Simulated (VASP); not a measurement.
Input of a VASP 6.6.1 run:

The input INCAR:

```
SYSTEM = Li
PREC = Accurate
ENCUT = 520
EDIFF = 1E-6
ISMEAR = 0
SIGMA = 0.1
LREAL = .FALSE.
LASPH = .TRUE.
NELM = 60
ALGO = Normal
ISIF = 2
LWAVE = .FALSE.
LCHARG = .FALSE.
LDIPOL = .TRUE.
IDIPOL = 3
DIPOL = 0.5 0.5 0.500
GGA = PS
IBRION = 2
NSW = 80
EDIFFG = -0.02
KPAR = 2
```

KPOINTS

```
regular mesh
0
G
  11 7 1
  0 0 0
```

Contents of POSCAR:

```
Li
1.0
    3.0518541436      0.0000000000      0.0000000000
    0.0000000000      4.9991346439      0.0000000000
    0.0000000000      0.0000000000     26.4529272737
Li
10
Direct
    0.0000000000      0.7500000000      0.2835224972
    0.5000000000      0.2500000000      0.3168267284
    0.5000000000      0.7500000000      0.3834351908
    0.0000000000      0.2500000000      0.4167394220
    0.0000000000      0.7500000000      0.4833478844
    0.5000000000      0.2500000000      0.5166521156
    0.5000000000      0.7500000000      0.5832605780
    0.0000000000      0.2500000000      0.6165648092
    0.0000000000      0.7500000000      0.6831732716
    0.5000000000      0.2500000000      0.7164775028
```

Potentials or basis: VASP PAW PBE potentials, release 64 (Li_sv).

Run with:

```sh
$ cat potpaw_PBE.64/Li_sv/POTCAR > POTCAR
$ mpirun -np 2 vasp_std > vasp.out
```

(1) Predict the energy gained by relaxing.

(2) Estimate the band gap on the k mesh.

## Answers

(1) 2.2 meV/atom.

(2) zero (bands 15 and 16 overlap by 1.96 eV).
